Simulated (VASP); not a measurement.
# Ga2H3 (Pm-3m) in VASP: density of states with PBE

Aim: the density of states of Ga2H3 with PBE.

Program: VASP 6.6.1. These are calculated values, not measurements. Logs are shortened: lines on timing, memory, paths and dates and some standing lists are left out, and cuts for length are marked.

## 1. The cell of the first run

It takes space group Pm-3m (No. 221, cubic). Conventional cell: a = 3.807 Å, b = 3.807 Å, c = 3.807 Å, α = 90.00°, β = 90.00°, γ = 90.00°. Within 2.5 Å of Ga (site symmetry m-3m) lie 6 H at 1.90 Å. Ga (site symmetry m-3m) has 12 H at 2.69 Å and 8 Ga at 3.30 Å within 3.5 Å. H (site symmetry 4/mmm) has 2 Ga at 1.90 Å within 2.5 Å.

## 2. Density of states, PBE

POSCAR

```
Ga2H3
1.0
    3.8072638164      0.0000000000      0.0000000000
    0.0000000000      3.8072638164      0.0000000000
    0.0000000000      0.0000000000      3.8072638164
Ga H
2 3
Direct
    0.5000000000      0.5000000000      0.5000000000
    0.0000000000      0.0000000000      0.0000000000
    0.0000000000      0.5000000000      0.5000000000
    0.5000000000      0.0000000000      0.5000000000
    0.5000000000      0.5000000000      0.0000000000
```

INCAR.step1

```
SYSTEM = Ga2H3
PREC     = Accurate       ! precision mode
ENCUT    = 520            ! plane-wave cutoff, eV
EDIFF    = 1E-6           ! SCF threshold, eV
ISMEAR   = 0              ! smearing method
SIGMA    = 0.1            ! smearing width, eV
LREAL    = .False.        ! projectors in reciprocal space
LASPH    = .True.         ! aspherical terms in the spheres
NELM     = 60             ! most SCF steps
ALGO     = Normal         ! electronic algorithm
ISIF     = 2              ! what is computed and relaxed
LWAVE    = .False.        ! write WAVECAR
LCHARG   = .True.         ! write CHGCAR
GGA      = PE             ! functional
NBANDS   = 22             ! bands
```

KPOINTS.step1

```
regular mesh
0
Gamma
  10 10 10
  0 0 0
```

INCAR.step2

```
SYSTEM = Ga2H3
PREC     = Accurate       ! precision mode
ENCUT    = 520            ! plane-wave cutoff, eV
EDIFF    = 1E-6           ! SCF threshold, eV
ISMEAR   = -5             ! smearing method
SIGMA    = 0.1            ! smearing width, eV
LREAL    = .False.        ! projectors in reciprocal space
LASPH    = .True.         ! aspherical terms in the spheres
NELM     = 60             ! most SCF steps
ALGO     = Normal         ! electronic algorithm
ISIF     = 2              ! what is computed and relaxed
LWAVE    = .False.        ! write WAVECAR
LCHARG   = .False.        ! write CHGCAR
GGA      = PE             ! functional
LORBIT   = 11             ! projections on sites
NBANDS   = 22             ! bands
NEDOS    = 1001           ! points of the DOS
ICHARG   = 11             ! starting density
```

KPOINTS.step2

```
regular mesh
0
Gamma
  15 15 15
  0 0 0
```

Potentials or basis: VASP PAW PBE potentials, release 64 (Ga_d, H).

Run with:

```
cat potpaw_PBE.64/Ga_d/POTCAR potpaw_PBE.64/H/POTCAR > POTCAR
cp INCAR.step1 INCAR
cp KPOINTS.step1 KPOINTS
mpirun -np 1 vasp_std > vasp.out
cp INCAR.step2 INCAR
cp KPOINTS.step2 KPOINTS
mpirun -np 1 vasp_std > vasp.out
```

OUTCAR:

```text
SYSTEM = Ga2H3
   PREC = Accurate
   ENCUT = 520
   EDIFF = 1E-6
   ISMEAR = -5
   LREAL = .False.
   LASPH = .True.
   NELM = 60
   ISIF = 2
   GGA = PE
   LORBIT = 11
   ICHARG = 11

 ion  position               nearest neighbor table
   1  0.500  0.500  0.500-   3 1.90   4 1.90   5 1.90   5 1.90   4 1.90   3 1.90
   2  0.000  0.000  0.000-
   3  0.000  0.500  0.500-   1 1.90   1 1.90
   4  0.500  0.000  0.500-   1 1.90   1 1.90
   5  0.500  0.500  0.000-   1 1.90   1 1.90

  LATTYP: Found a simple cubic cell.
 ALAT       =     3.8072638164

  Lattice vectors:

 A1 = (   3.8072638164,   0.0000000000,   0.0000000000)
 A2 = (   0.0000000000,   3.8072638164,   0.0000000000)
 A3 = (   0.0000000000,   0.0000000000,   3.8072638164)

Analysis of symmetry for initial positions (statically):
=====================================================================
 Subroutine PRICEL returns:
 Original cell was already a primitive cell.

 Routine SETGRP: Setting up the symmetry group for a
 simple cubic supercell.

 Subroutine GETGRP returns: Found 48 space group operations
 (whereof 48 operations were pure point group operations)
 out of a pool of 48 trial point group operations.

The static configuration has the point symmetry O_h .

Analysis of symmetry for dynamics (positions and initial velocities):
=====================================================================
 Subroutine PRICEL returns:
 Original cell was already a primitive cell.

 Routine SETGRP: Setting up the symmetry group for a
 simple cubic supercell.

 Subroutine GETGRP returns: Found 48 space group operations
 (whereof 48 operations were pure point group operations)
 out of a pool of 48 trial point group operations.

The dynamic configuration has the point symmetry O_h .

 Subroutine INISYM returns: Found 48 space group operations
 (whereof 48 operations are pure point group operations),
 and found     1 'primitive' translations

----------------------------------------------------------------------------------------

                                     Primitive cell

  volume of cell :      55.1873

  direct lattice vectors                    reciprocal lattice vectors
     3.807263816  0.000000000  0.000000000     0.262655820  0.000000000  0.000000000
     0.000000000  3.807263816  0.000000000     0.000000000  0.262655820  0.000000000
     0.000000000  0.000000000  3.807263816     0.000000000  0.000000000  0.262655820

  length of vectors
     3.807263816  3.807263816  3.807263816     0.262655820  0.262655820  0.262655820

  position of ions in fractional coordinates (direct lattice)
     0.500000000  0.500000000  0.500000000
     0.000000000  0.000000000  0.000000000
     0.000000000  0.500000000  0.500000000
     0.500000000  0.000000000  0.500000000
     0.500000000  0.500000000  0.000000000

  ion indices of the primitive-cell ions
   primitive index   ion index
                 1           1
                 2           2
                 3           3
                 4           4
                 5           5

----------------------------------------------------------------------------------------

 KPOINTS: regular mesh

Automatic generation of k-mesh.
 Grid dimensions read from file:
 generate k-points for:   15   15   15

 Generating k-lattice:

  Cartesian coordinates                     Fractional coordinates (reciprocal lattice)
     0.017510388  0.000000000  0.000000000     0.066666667  0.000000000  0.000000000
     0.000000000  0.017510388  0.000000000     0.000000000  0.066666667  0.000000000
     0.000000000  0.000000000  0.017510388     0.000000000  0.000000000  0.066666667

  Length of vectors
     0.017510388  0.017510388  0.017510388

  Shift w.r.t. Gamma in fractional coordinates (k-lattice)
     0.000000000  0.000000000  0.000000000

 TETIRR: Found   1667 inequivalent tetrahedra from    20250

 Subroutine IBZKPT returns following result:
 ===========================================

 Found    120 irreducible k-points:

 Following reciprocal coordinates:
            Coordinates               Weight
  0.000000  0.000000  0.000000      1.000000
  0.066667  0.000000  0.000000      6.000000
  0.133333  0.000000  0.000000      6.000000
  0.200000  0.000000  0.000000      6.000000
  0.266667  0.000000  0.000000      6.000000
  0.333333  0.000000  0.000000      6.000000
[... 16 lines left out ...]
  0.266667  0.200000  0.000000     24.000000
  0.333333  0.200000  0.000000     24.000000
 [... further k-points ...]
   k-points           NKPTS =    120   k-points in BZ     NKDIM =    120   number of bands    NBANDS=     22
   number of dos      NEDOS =   1001   number of ions     NIONS =      5
   total plane-waves  NPLWV =  21952
   dimension x,y,z NGX =    28 NGY =   28 NGZ =   28
   dimension x,y,z NGXF=    56 NGYF=   56 NGZF=   56
   ions per type =               2   3
   NGX,Y,Z   is equivalent  to a cutoff of  12.23, 12.23, 12.23 a.u.
   NGXF,Y,Z  is equivalent  to a cutoff of  24.45, 24.45, 24.45 a.u.
 SYSTEM =  Ga2H3
   PREC   = accura    normal or accurate (medium, high low for compatibility)
   ISTART =      0    job   : 0-new  1-cont  2-samecut
   ICHARG =     11    charge: 1-file 2-atom 10-const
   ISPIN  =      1    spin polarized calculation?
   LNONCOLLINEAR =      F non collinear calculations
   LSORBIT =      F    spin-orbit coupling
   LASPH  =      T    aspherical Exc in radial PAW
   ENCUT  =  520.0 eV  38.22 Ry    6.18 a.u.   7.08  7.08  7.08*2*pi/ulx,y,z
   NELM   =     60;   NELMIN=  2; NELMDL=  0     # of ELM steps
   EDIFF  = 0.1E-05   stopping-criterion for ELM
   LREAL  =      F    real-space projection
   EDIFFG = 0.1E-04   stopping-criterion for IOM
   NSW    =      0    number of steps for IOM
   IBRION =     -1    ionic relax: 0-MD 1-quasi-New 2-CG
   NFREE  =      0    steps in history (QN), initial steepest desc. (CG)
   ISIF   =      2    stress and relaxation
   ISYM   =      2    0-nonsym 1-usesym 2-fastsym
   POTIM  = 0.5000    time-step for ionic-motion
   TEBEG  =    0.0;   TEEND  =   0.0 temperature during run
   PSTRESS=    0.0 pullay stress
   NELECT =      29.0000    total number of electrons
   NUPDOWN=      -1.0000    fix difference up-down
   EMIN   =  10.00;   EMAX   =-10.00  energy-range for DOS
   EFERMI =   0.00;   METHOD = LEGACY
   ISMEAR =    -5;   SIGMA  =   0.10  broadening in eV -4-tet -1-fermi 0-gaus
   EFERMI_NEDOS =   21; number of points for ismear=-14 and -15
   IALGO  =     38    algorithm
   IMIX   =      4    mixing-type and parameters
     AMIX     =   0.40;   BMIX     =  1.00
     AMIX_MAG =   1.60;   BMIX_MAG =  1.00
  volume/ion in A,a.u.               =      11.04        74.48
  Fermi-wavevector in a.u.,A,eV,Ry     =   1.321076  2.496472 23.745462  1.745242
  Thomas-Fermi vector in A             =   2.450856
   LORBIT       =     11    0 simple, 1 ext, 2 COOP (PROOUT), +10 PAW based schemes
   GGA     = PE    functional components
   LHFCALC =     F    Hartree Fock is set to
   AEXX    =    0.0000 exact exchange contribution
   IVDW    =     0    specifies the selected vdW correction
   LEPSILON=     F    determine dielectric tensor
   LRPA    =     F    only Hartree local field effects (RPA)
 non-spin polarized calculation
 Fermi weights with tetrahedron method with Bloechl corrections
  energy-cutoff  :      520.00
  volume of cell :       55.19
 maximum number of plane-waves:      1503

 number of electron      29.0000050 magnetization

 Free energy of the ion-electron system (eV)
  ---------------------------------------------------
  ext. energy  EPLUGINS =         0.00000000
  ---------------------------------------------------
  free energy    TOTEN  =       -14.08123078 eV

  energy without entropy =      -14.08123078  energy(sigma->0) =      -14.08123078

 E-fermi :   4.1473     XC(G=0): -10.0865

 val. band max:        4.0927038374   @ k =   0.0000   0.0000   0.0000
 cond. band min:       4.0927038374   @ k =   0.0000   0.0000   0.0000
 fundamental gap:      0.0000000000
 Fermi energy:         4.1473048704

 k-point     1 :       0.0000    0.0000    0.0000
  band No.  band energies     occupation
      1     -11.4058      2.00000
      2     -11.4058      2.00000
      3     -11.3498      2.00000
      4     -11.3498      2.00000
      5     -11.3498      2.00000
      6     -11.2420      2.00000
[... 14 lines left out ...]
     21      12.6099      0.00000
     22      14.1794      0.00000

 k-point     2 :       0.0667    0.0000    0.0000
  band No.  band energies     occupation
      1     -11.4045      2.00000
      2     -11.4030      2.00000
      3     -11.3498      2.00000
      4     -11.3498      2.00000
      5     -11.3493      2.00000
      6     -11.2431      2.00000
[... 14 lines left out ...]
     21      13.0114      0.00000
     22      13.7756      0.00000

 k-point     3 :       0.1333    0.0000    0.0000
  band No.  band energies     occupation
      1     -11.4005      2.00000
      2     -11.3950      2.00000
      3     -11.3499      2.00000
      4     -11.3499      2.00000
      5     -11.3478      2.00000
      6     -11.2463      2.00000
[... 14 lines left out ...]
     21      13.0069      0.00000
     22      13.4248      0.00000
[... 476 lines left out ...]
 k-point    23 :       0.2667    0.2000    0.0000
  band No.  band energies     occupation
      1     -11.3775      2.00000
      2     -11.3595      2.00000
      3     -11.3579      2.00000
      4     -11.3572      2.00000
      5     -11.3428      2.00000
      6     -11.2419      2.00000
[... 14 lines left out ...]
     21      12.2716      0.00000
     22      13.4288      0.00000

 k-point    24 :       0.3333    0.2000    0.0000
  band No.  band energies     occupation
      1     -11.3733      2.00000
      2     -11.3602      2.00000
      3     -11.3583      2.00000
      4     -11.3490      2.00000
      5     -11.3445      2.00000
      6     -11.2433      2.00000
[... 14 lines left out ...]
     21      12.8612      0.00000
     22      13.5039      0.00000

 [... further k-points ...]
[... 5 lines left out ...]
  --------------------------------------------------------------------------------------
  -------------------------------------------------------------------------------------
  Total        0.2337179      0.2337179      0.2337179     -0.0000000     -0.0000000      0.0000000
  in kB        6.7852169      6.7852169      6.7852169     -0.0000000     -0.0000000      0.0000000
  external PRESSURE =       6.7852169 kB  Pullay stress =       0.0000000 kB

 VOLUME and BASIS-vectors are now :
 -----------------------------------------------------------------------------
  energy-cutoff  :      520.00
  volume of cell :       55.19
      direct lattice vectors                 reciprocal lattice vectors
     3.807263816  0.000000000  0.000000000     0.262655820  0.000000000  0.000000000
     0.000000000  3.807263816  0.000000000     0.000000000  0.262655820  0.000000000
     0.000000000  0.000000000  3.807263816     0.000000000  0.000000000  0.262655820

 POSITION                                       TOTAL-FORCE (eV/Angst)
 -----------------------------------------------------------------------------------
      1.90363      1.90363      1.90363         0.000000      0.000000      0.000000
      0.00000      0.00000      0.00000         0.000000      0.000000      0.000000
      0.00000      1.90363      1.90363         0.000000      0.000000      0.000000
      1.90363      0.00000      1.90363         0.000000      0.000000      0.000000
      1.90363      1.90363      0.00000         0.000000      0.000000      0.000000
 -----------------------------------------------------------------------------------
    total drift:                                0.000000      0.000000      0.000000

  FREE ENERGIE OF THE ION-ELECTRON SYSTEM (eV)
  ---------------------------------------------------
  free  energy   TOTEN  =       -14.0812307845 eV

  energy  without entropy=      -14.0812307845  energy(sigma->0) =      -14.08123078

 total charge

# of ion       s       p       d       tot
------------------------------------------
    1        0.954   0.639  10.010  11.604
    2        1.216   0.234   9.941  11.391
    3        0.493   0.011   0.000   0.504
    4        0.493   0.011   0.000   0.504
    5        0.493   0.011   0.000   0.504
--------------------------------------------------
tot          3.649   0.905  19.951  24.506
```

Wall time 95 s (1 thread of Intel Xeon Platinum 8259CL at 2.50GHz (Skylake/Cascade Lake), shared host); peak memory 0.23 GiB.

Results:

```
Valence electrons inside the program's atomic spheres : Ga 11.60, 11.39; H 0.50
```

Levels at points of the mesh, in eV from the Fermi level:
| k point | band 11 | band 12 | band 13 | band 14 | band 15 | band 16 | band 17 | band 18 |
| --- | --- | --- | --- | --- | --- | --- | --- | --- |
| (0.00, 0.00, 0.00) | -11.58 | -2.94 | -2.26 | -2.26 | -0.05 | -0.05 | -0.05 | 7.24 |

Caveat: tetrahedron occupations give inexact forces and stress in metals.
